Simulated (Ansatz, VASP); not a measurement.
# One calculation of Ag, two programs

```
CELL_PARAMETERS angstrom
-1.73844 1.73844 1.69705
1.73844 -1.73844 1.69705
1.73844 1.73844 -1.69705
ATOMIC_POSITIONS crystal
Ag 0.00000 0.00000 0.00000
```

Change from the starting cell: strain +0.050 along x and y, +0.025 along z, atoms carried along.

Alike in both runs: task single point; functional LDA; k mesh 20 × 20 × 20; occupations gaussian, width 0.15 eV; no spin polarisation.

```csv
,VASP,Ansatz
version,VASP 6.6.1,Ansatz 0.2.0
potentials or method,"VASP PAW LDA potentials, release 64 (Ag), cutoff 520 eV","scalar-relativistic, plane waves, PAW"
valence electrons in the cell,11,19
```

```tsv
	VASP	Ansatz	Ansatz less VASP
gap on the k mesh at the Fermi level (eV)	none	none	-
pressure (GPa)	-16.2	-16.4	-0.18
traceless stress, the component that is largest in VASP (GPa)	-0.23	-0.23	0.000
```

LDA's correlation is that of Perdew and Zunger in VASP and of Perdew and Wang (1992) in Ansatz. A gap of «none» marks a metal or a gap that the smearing closes. VASP's potentials hold 11 valence electrons a cell and Ansatz's 19, so a difference there can come from the potentials and not from the codes.
